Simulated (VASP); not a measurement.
A run of VASP 6.6.1 is set up as follows.

Contents of INCAR:

```
SYSTEM = Si
ALGO = Normal
EDIFF = 1E-6
ENCUT = 520
GGA = CA
ISIF = 2
ISMEAR = 0
LASPH = .True.
LCHARG = .True.
LELF = .True.
LREAL = .False.
LVHAR = .True.
LWAVE = .False.
NBANDS = 11
NELM = 60
PREC = Accurate
SIGMA = 0.15
```

The input KPOINTS:

```
k-points
0
Gamma
  12 12 8
  0 0 0
```

POSCAR

```
Si
1.0
    2.6510666862      0.0000000000      0.0000000000
   -1.3255333431      2.2958910974      0.0000000000
    0.0000000000      0.0000000000      4.5417424135
Si
2
Direct
    0.3333333333      0.6666666667      0.2500000000
    0.6666666667      0.3333333333      0.7500000000
```

Potentials or basis: VASP PAW LDA potentials, release 64 (Si).

Command:

```console
$ cat potpaw_LDA.64/Si/POTCAR > POTCAR
$ mpirun -np 1 vasp_std > vasp.out
```

**Question.** Predict the band gap on the k mesh.

**Answer.** Zero (band 4 reaches 19.96 eV, above the bottom of band 5 at 7.03 eV).

**Question.** Predict the pressure.

**Answer.** -0.3 GPa.

Stress tensor (GPa, compression positive):
```
 0.69  0.00  0.00
 0.00  0.69  0.00
 0.00  0.00 -2.13
```
